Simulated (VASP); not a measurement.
# TaN in VASP: notebook

The runs below take TaN through single point, with LDA.

Program: VASP 6.6.1. These are calculated values, not measurements. Logs are shortened: lines on timing, memory, paths and dates and some standing lists are left out, and cuts for length are marked.

## (1) The cell of the first run

It takes space group Fm-3m (No. 225, cubic). The conventional cell has a = 4.140 Å, b = 4.140 Å, c = 4.140 Å, α = 90.00°, β = 90.00°, γ = 90.00°. Ta (site symmetry m-3m) has 6 N at 2.07 Å within 2.7 Å. Within 2.7 Å of N (site symmetry m-3m) lie 6 Ta at 2.07 Å.

## (2) Single point, LDA (strain -0.050 along x and y, -0.050 along z)

Contents of INCAR:

```
PREC = Accurate ; ENCUT = 520
EDIFF = 1E-6 ; ISMEAR = 0
SIGMA = 0.15 ; LREAL = False
LASPH = True ; NELM = 60
ALGO = Normal ; ISIF = 2
LWAVE = False ; LCHARG = False
NBANDS = 15
```

Contents of KPOINTS:

```
regular mesh
0
Gamma
  18 18 18
```

Contents of POSCAR:

```
TaN
1.0
    0.0000000000      2.0700500000      2.0700500000
    2.0700500000      0.0000000000      2.0700500000
    2.0700500000      2.0700500000      0.0000000000
Ta N
1 1
Direct
    0.5000000000      0.5000000000      0.5000000000
    0.0000000000      0.0000000000      0.0000000000
```

Potentials or basis: VASP PAW LDA potentials, release 64 (Ta_pv, N).

The run is started by

```
$ cat potpaw_LDA.64/Ta_pv/POTCAR potpaw_LDA.64/N/POTCAR > POTCAR
$ mpirun -np 1 vasp_std > vasp.out
```

OUTCAR:

```text
PREC = Accurate
   ENCUT = 520
   EDIFF = 1E-6
   ISMEAR = 0
   LREAL = False
   LASPH = True
   NELM = 60
   ISIF = 2

 ion  position               nearest neighbor table
   1  0.500  0.500  0.500-   2 2.07   2 2.07   2 2.07   2 2.07   2 2.07   2 2.07
   2  0.000  0.000  0.000-   1 2.07   1 2.07   1 2.07   1 2.07   1 2.07   1 2.07

  LATTYP: Found a face centered cubic cell.
 ALAT       =     4.1401000000

  Lattice vectors:

 A1 = (   0.0000000000,   2.0700500000,   2.0700500000)
 A2 = (   2.0700500000,   0.0000000000,   2.0700500000)
 A3 = (   2.0700500000,   2.0700500000,   0.0000000000)

Analysis of symmetry for initial positions (statically):
=====================================================================
 Subroutine PRICEL returns:
 Original cell was already a primitive cell.

 Routine SETGRP: Setting up the symmetry group for a
 face centered cubic supercell.

 Subroutine GETGRP returns: Found 48 space group operations
 (whereof 48 operations were pure point group operations)
 out of a pool of 48 trial point group operations.

The static configuration has the point symmetry O_h .

Analysis of symmetry for dynamics (positions and initial velocities):
=====================================================================
 Subroutine PRICEL returns:
 Original cell was already a primitive cell.

 Routine SETGRP: Setting up the symmetry group for a
 face centered cubic supercell.

 Subroutine GETGRP returns: Found 48 space group operations
 (whereof 48 operations were pure point group operations)
 out of a pool of 48 trial point group operations.

The dynamic configuration has the point symmetry O_h .

 Subroutine INISYM returns: Found 48 space group operations
 (whereof 48 operations are pure point group operations),
 and found     1 'primitive' translations

----------------------------------------------------------------------------------------

                                     Primitive cell

  volume of cell :      17.7408

  direct lattice vectors                    reciprocal lattice vectors
     0.000000000  2.070050000  2.070050000    -0.241540059  0.241540059  0.241540059
     2.070050000  0.000000000  2.070050000     0.241540059 -0.241540059  0.241540059
     2.070050000  2.070050000  0.000000000     0.241540059  0.241540059 -0.241540059

  length of vectors
     2.927492785  2.927492785  2.927492785     0.418359655  0.418359655  0.418359655

[... 85 lines left out ...]
   NFREE  =      0    steps in history (QN), initial steepest desc. (CG)
   ISIF   =      2    stress and relaxation
   ISYM   =      2    0-nonsym 1-usesym 2-fastsym
   POTIM  = 0.5000    time-step for ionic-motion
   TEBEG  =    0.0;   TEEND  =   0.0 temperature during run
   PSTRESS=    0.0 pullay stress
   NELECT =      16.0000    total number of electrons
   NUPDOWN=      -1.0000    fix difference up-down
   EMIN   =  10.00;   EMAX   =-10.00  energy-range for DOS
   EFERMI =   0.00;   METHOD = LEGACY
   ISMEAR =     0;   SIGMA  =   0.15  broadening in eV -4-tet -1-fermi 0-gaus
   EFERMI_NEDOS =   21; number of points for ismear=-14 and -15
   IALGO  =     38    algorithm
   IMIX   =      4    mixing-type and parameters
     AMIX     =   0.40;   BMIX     =  1.00
     AMIX_MAG =   1.60;   BMIX_MAG =  1.00
  volume/ion in A,a.u.               =       8.87        59.86
  Fermi-wavevector in a.u.,A,eV,Ry     =   1.581700  2.988979 34.038694  2.501773
  Thomas-Fermi vector in A             =   2.681735
   LORBIT       =      0    0 simple, 1 ext, 2 COOP (PROOUT), +10 PAW based schemes
   GGA     = CA    functional components
   LHFCALC =     F    Hartree Fock is set to
   AEXX    =    0.0000 exact exchange contribution
   IVDW    =     0    specifies the selected vdW correction
   LEPSILON=     F    determine dielectric tensor
   LRPA    =     F    only Hartree local field effects (RPA)
 non-spin polarized calculation
 Gauss-broadening in eV      SIGMA  =   0.15
  energy-cutoff  :      520.00
  volume of cell :       17.74
 maximum number of plane-waves:       531
 NGX is ok and might be reduce to    24
   NGX = 11   NGY = 11   NGZ = 11

 number of electron      16.0000000 magnetization

 Free energy of the ion-electron system (eV)
  ---------------------------------------------------
  ext. energy  EPLUGINS =         0.00000000
  ---------------------------------------------------
  free energy    TOTEN  =       -23.51405434 eV

  energy without entropy =      -23.50624222  energy(sigma->0) =      -23.51014828

 E-fermi :  11.6156     XC(G=0): -14.6687

 val. band max:       11.6036469570   @ k =  -0.2778   0.3333   0.1111
 cond. band min:      11.6195976353   @ k =   0.3889   0.0556   0.0000
 fundamental gap:      0.0159506782
 Fermi energy:        11.6155585066

 k-point     1 :       0.0000    0.0000    0.0000
  band No.  band energies     occupation
      1     -23.6031      2.00000
      2     -23.6031      2.00000
      3     -23.6031      2.00000
      4      -8.4964      2.00000
      5       7.3282      2.00000
      6       7.3282      2.00000
      7       7.3282      2.00000
      8       8.9025      2.00000
      9       8.9025      2.00000
     10       8.9025      2.00000
     11      11.6446      0.78406
     12      11.6446      0.78405
     13      15.0997      0.00000
     14      21.1303      0.00000
[... 401 lines left out ...]
      2     -23.7325      2.00000
      3     -23.6494      2.00000
      4      -6.6562      2.00000
      5       3.0420      2.00000
      6       4.0653      2.00000
      7       4.6358      2.00000
      8      10.4656      2.00000
      9      10.5564      2.00000
     10      11.7826      0.11525
     11      15.3662      0.00000
     12      17.1276      0.00000
     13      17.9386      0.00000
     14      23.4280      0.00000
     15      25.4608      0.00000

 [... further k-points ...]
[... 5 lines left out ...]
  --------------------------------------------------------------------------------------
  -------------------------------------------------------------------------------------
  Total        8.8734745      8.8734745      8.8734745      0.0000000     -0.0000000     -0.0000000
  in kB      801.3676071    801.3676071    801.3676071      0.0000000     -0.0000000     -0.0000000
  external PRESSURE =     801.3676071 kB  Pullay stress =       0.0000000 kB

 VOLUME and BASIS-vectors are now :
 -----------------------------------------------------------------------------
  energy-cutoff  :      520.00
  volume of cell :       17.74
      direct lattice vectors                 reciprocal lattice vectors
     0.000000000  2.070050000  2.070050000    -0.241540059  0.241540059  0.241540059
     2.070050000  0.000000000  2.070050000     0.241540059 -0.241540059  0.241540059
     2.070050000  2.070050000  0.000000000     0.241540059  0.241540059 -0.241540059

 POSITION                                       TOTAL-FORCE (eV/Angst)
 -----------------------------------------------------------------------------------
      2.07005      2.07005      2.07005        -0.000000     -0.000000      0.000000
      0.00000      0.00000      0.00000         0.000000      0.000000     -0.000000
 -----------------------------------------------------------------------------------
    total drift:                                0.000000     -0.000000     -0.000000

  FREE ENERGIE OF THE ION-ELECTRON SYSTEM (eV)
  ---------------------------------------------------
  free  energy   TOTEN  =       -23.5140543408 eV

  energy  without entropy=      -23.5062422195  energy(sigma->0) =      -23.51014828
```

It took 28 s on 1 thread of Intel Xeon Platinum 8375C at 2.90GHz (Ice Lake), shared host; peak memory 0.18 GiB.

What came out:

* Free energy: -23.5141 eV
* Pressure: 80.1 GPa
* Band gap on the k mesh: zero (band 8 reaches 14.10 eV, above the bottom of band 9 at 8.90 eV)

Caveat: the cell differs from its parent crystal (strain -0.050 along x and y, -0.050 along z); spin-orbit coupling is left out, which moves the levels of the heavy elements.

## (3) Single point, LDA (strain +0.000 along x and y, +0.050 along z)

Contents of INCAR:

```
  ALGO = Normal
  EDIFF = 1E-7
  ENCUT = 520
  ISIF = 2
  ISMEAR = 0
  LASPH = T
  LCHARG = F
  LREAL = F
  LWAVE = F
  NBANDS = 15
  NELM = 60
  PREC = Accurate
  SIGMA = 0.15
```

Contents of KPOINTS:

```
k-points
0
Gamma
  18 18 18
```

Contents of POSCAR:

```
TaN
1.0
    0.0000000000      2.1790000000      2.2879500000
    2.1790000000      0.0000000000      2.2879500000
    2.1790000000      2.1790000000      0.0000000000
Ta N
1 1
Direct
    0.5000000000      0.5000000000      0.5000000000
    0.0000000000      0.0000000000      0.0000000000
```

Potentials or basis: VASP PAW LDA potentials, release 64 (Ta_pv, N).

The run is started by

```
$ cat potpaw_LDA.64/Ta_pv/POTCAR potpaw_LDA.64/N/POTCAR > POTCAR
$ mpirun -np 1 vasp_std > vasp.out
```

Wall time 92 s (1 thread of Intel Xeon Platinum 8375C at 2.90GHz (Ice Lake), shared host); peak memory 0.26 GiB.

Results (log left out):

```yaml
Free_energy: -24.0480 eV
Pressure: -14.9 GPa
Band_gap_on_the_k_mesh: zero (band 8 reaches 10.83 eV, above the bottom of band 9 at 7.16 eV)
```

Stress tensor (GPa, compression positive):
```
 -8.09   0.00   0.00
  0.00  -8.09   0.00
  0.00   0.00 -28.36
```

Levels at points of the mesh, in eV from the Fermi level:
```tsv
k point	band 5	band 6	band 7	band 8	band 9	band 10	band 11	band 12
(0.00, 0.00, 0.00)	-3.82	-3.64	-3.64	-2.44	-1.85	-1.85	-0.66	0.34
(0.50, 0.00, 0.00)	-10.15	-7.44	-7.41	1.69	1.89	2.11	3.86	6.57
(0.50, 0.50, 0.00)	-6.79	-5.26	-4.35	-4.35	1.98	3.40	3.40	4.29
(0.50, 0.00, 0.50)	-6.31	-5.32	-4.65	-4.50	1.86	3.08	3.75	4.61
```

Caveat: the cell differs from its parent crystal (strain +0.000 along x and y, +0.050 along z); spin-orbit coupling is left out, which moves the levels of the heavy elements.

## (4) Single point, LDA (strain -0.050 along x and y, +0.000 along z)

Contents of INCAR:

```
PREC = Accurate
ENCUT = 520
EDIFF = 1E-7
ISMEAR = 0
SIGMA = 0.15
LREAL = False
LASPH = True
NELM = 100
ALGO = Normal
ISIF = 2
LWAVE = False
LCHARG = True
GGA = CA
LELF = True
LVHAR = True
NBANDS = 15
```

Contents of KPOINTS:

```
regular mesh
0
Gamma
  18 18 18
```

Contents of POSCAR:

```
TaN
1.0
    0.0000000000      2.0700500000      2.1790000000
    2.0700500000      0.0000000000      2.1790000000
    2.0700500000      2.0700500000      0.0000000000
Ta N
1 1
Direct
    0.5000000000      0.5000000000      0.5000000000
    0.0000000000      0.0000000000      0.0000000000
```

Potentials or basis: VASP PAW LDA potentials, release 64 (Ta_pv, N).

The run is started by

```
$ cat potpaw_LDA.64/Ta_pv/POTCAR potpaw_LDA.64/N/POTCAR > POTCAR
$ mpirun -np 1 vasp_std > vasp.out
```

OUTCAR:

```text
PREC = Accurate
   ENCUT = 520
   EDIFF = 1E-7
   ISMEAR = 0
   LREAL = False
   LASPH = True
   NELM = 100
   ISIF = 2
   GGA = CA

 ion  position               nearest neighbor table
   1  0.500  0.500  0.500-   2 2.07   2 2.07   2 2.07   2 2.07   2 2.18   2 2.18
   2  0.000  0.000  0.000-   1 2.07   1 2.07   1 2.07   1 2.07   1 2.18   1 2.18

  LATTYP: Found a body centered tetragonal cell.
 ALAT       =     2.9274927848
 C/A-ratio  =     1.4886458551

  Lattice vectors:

 A1 = (  -2.0700500000,   0.0000000000,   2.1790000000)
 A2 = (   2.0700500000,   0.0000000000,   2.1790000000)
 A3 = (   0.0000000000,   2.0700500000,  -2.1790000000)

Analysis of symmetry for initial positions (statically):
=====================================================================
 Subroutine PRICEL returns:
 Original cell was already a primitive cell.

 Routine SETGRP: Setting up the symmetry group for a
 body centered tetragonal supercell.

 Subroutine GETGRP returns: Found 16 space group operations
 (whereof 16 operations were pure point group operations)
 out of a pool of 16 trial point group operations.

The static configuration has the point symmetry D_4h.

Analysis of symmetry for dynamics (positions and initial velocities):
=====================================================================
 Subroutine PRICEL returns:
 Original cell was already a primitive cell.

 Routine SETGRP: Setting up the symmetry group for a
 body centered tetragonal supercell.

 Subroutine GETGRP returns: Found 16 space group operations
 (whereof 16 operations were pure point group operations)
 out of a pool of 16 trial point group operations.

The dynamic configuration has the point symmetry D_4h.

 Subroutine INISYM returns: Found 16 space group operations
 (whereof 16 operations are pure point group operations),
 and found     1 'primitive' translations

----------------------------------------------------------------------------------------

                                     Primitive cell

[... 114 lines left out ...]
   LORBIT       =      0    0 simple, 1 ext, 2 COOP (PROOUT), +10 PAW based schemes
   GGA     = CA    functional components
   LHFCALC =     F    Hartree Fock is set to
   AEXX    =    0.0000 exact exchange contribution
   IVDW    =     0    specifies the selected vdW correction
   LEPSILON=     F    determine dielectric tensor
   LRPA    =     F    only Hartree local field effects (RPA)
 non-spin polarized calculation
 Gauss-broadening in eV      SIGMA  =   0.15
  energy-cutoff  :      520.00
  volume of cell :       18.67
 maximum number of plane-waves:       533
   NGX = 11   NGY = 11   NGZ = 11

 number of electron      16.0000001 magnetization

 Free energy of the ion-electron system (eV)
  ---------------------------------------------------
  ext. energy  EPLUGINS =         0.00000000
  ---------------------------------------------------
  free energy    TOTEN  =       -23.78010444 eV

  energy without entropy =      -23.77208256  energy(sigma->0) =      -23.77609350

 E-fermi :  10.9541     XC(G=0): -14.3735

 val. band max:       10.9508371903   @ k =  -0.2222   0.1667   0.0000
 cond. band min:      10.9580768636   @ k =   0.2222   0.1667   0.0556
 fundamental gap:      0.0072396733
 Fermi energy:        10.9540787717

 k-point     1 :       0.0000    0.0000    0.0000
  band No.  band energies     occupation
      1     -24.3432      2.00000
      2     -24.3374      2.00000
      3     -24.3374      2.00000
      4      -8.7363      2.00000
      5       6.5909      2.00000
      6       6.9366      2.00000
      7       6.9366      2.00000
      8       7.9607      2.00000
      9       8.6956      2.00000
     10       8.6956      2.00000
     11      10.2396      2.00000
     12      11.4126      0.00002
     13      14.3036      0.00000
     14      20.5073      0.00000
[... 401 lines left out ...]
      2     -24.4648      2.00000
      3     -24.3505      2.00000
      4      -6.9792      2.00000
      5       2.6863      2.00000
      6       3.7562      2.00000
      7       4.0288      2.00000
      8       9.9983      2.00000
      9      10.1632      2.00000
     10      11.0360      0.44012
     11      13.3505      0.00000
     12      16.7728      0.00000
     13      17.4733      0.00000
     14      22.6823      0.00000
     15      24.4723      0.00000

 [... further k-points ...]
[... 5 lines left out ...]
  --------------------------------------------------------------------------------------
  -------------------------------------------------------------------------------------
  Total        7.8000647      7.8000647      2.0988189      0.0000000      0.0000000     -0.0000000
  in kB      669.2060973    669.2060973    180.0680498      0.0000000      0.0000000     -0.0000000
  external PRESSURE =     506.1600815 kB  Pullay stress =       0.0000000 kB

 VOLUME and BASIS-vectors are now :
 -----------------------------------------------------------------------------
  energy-cutoff  :      520.00
  volume of cell :       18.67
      direct lattice vectors                 reciprocal lattice vectors
     0.000000000  2.070050000  2.179000000    -0.241540059  0.241540059  0.229463056
     2.070050000  0.000000000  2.179000000     0.241540059 -0.241540059  0.229463056
     2.070050000  2.070050000  0.000000000     0.241540059  0.241540059 -0.229463056

 POSITION                                       TOTAL-FORCE (eV/Angst)
 -----------------------------------------------------------------------------------
      2.07005      2.07005      2.17900         0.000000     -0.000000      0.000000
      0.00000      0.00000      0.00000        -0.000000      0.000000      0.000000
 -----------------------------------------------------------------------------------
    total drift:                                0.000000     -0.000000     -0.000000

  FREE ENERGIE OF THE ION-ELECTRON SYSTEM (eV)
  ---------------------------------------------------
  free  energy   TOTEN  =       -23.7801044361 eV

  energy  without entropy=      -23.7720825644  energy(sigma->0) =      -23.77609350
```

Run time: 78 s. Hardware: 1 thread of Intel Xeon Platinum 8375C at 2.90GHz (Ice Lake), shared host; peak memory 0.25 GiB.

What came out:

```yaml
Free_energy: -23.7801 eV
Pressure: 50.6 GPa
Band_gap_on_the_k_mesh: zero (band 8 reaches 13.10 eV, above the bottom of band 9 at 8.56 eV)
```

Caveat: the cell differs from its parent crystal (strain -0.050 along x and y, +0.000 along z); spin-orbit coupling is left out, which moves the levels of the heavy elements.

## (5) The runs side by side

| cell | gap on the mesh (eV) | pressure (GPa) |
| --- | --- | --- |
| a = 2.927 Å, angles 60.0°, 2 atoms | none | 80.1 |
| a = 3.160, b = 3.160, c = 3.082 Å, angles 60.8, 60.8, 58.4°, 2 atoms | none | -14.9 |
| a = 3.006, b = 3.006, c = 2.927 Å, angles 60.9, 60.9, 58.3°, 2 atoms | none | 50.6 |

Alike in all rows: task single point; level LDA; potentials or basis VASP PAW LDA potentials, release 64 (Ta_pv, N); no spin polarisation; k mesh 18 × 18 × 18; cutoff (eV) 520; smearing gaussian 0.15 eV.

Caveats: spin-orbit coupling is left out, which moves the levels of the heavy elements.

Absolute energies hang on the potentials; compare differences alone.
